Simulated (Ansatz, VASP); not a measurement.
# Two plane-wave programs on MgO

```xyz
2
Lattice="0.0000 2.0601 2.1293 2.0601 0.0000 2.1293 2.0601 2.0601 0.0000" Properties=species:S:1:pos:R:3 pbc="T T T"
Mg    0.0000    0.0000    0.0000
O     2.0601    2.0601    2.1293
```

Change from the starting cell: epitaxial_xy strain -2.0%.

Alike in both runs: task single point; functional PBE; k mesh 10 × 10 × 10; occupations fermi-dirac, width 0.02 eV; no spin polarisation.

|  | VASP | Ansatz |
| --- | --- | --- |
| version | VASP 6.6.1 | Ansatz 0.2.0 |
| potentials or method | VASP PAW PBE potentials, release 64 (Mg, O) | plane waves, PAW |
| plane-wave cutoff (eV) | 520 | 420 |
| valence electrons in the cell | 8 | 16 |

|  | VASP | Ansatz | Ansatz less VASP |
| --- | --- | --- | --- |
| gap on the k mesh at the Fermi level (eV) | 5.01 | 5.02 | +0.016 |
| pressure (GPa) | 10.3 | 11.0 | +0.71 |
| traceless stress, the component that is largest in VASP (GPa) | -5.35 | -5.31 | +0.041 |

The functional is the same, so the differences come from potentials, cutoffs and numerics. VASP's potentials hold 8 valence electrons a cell and Ansatz's 16, so a difference there can come from the potentials and not from the codes.
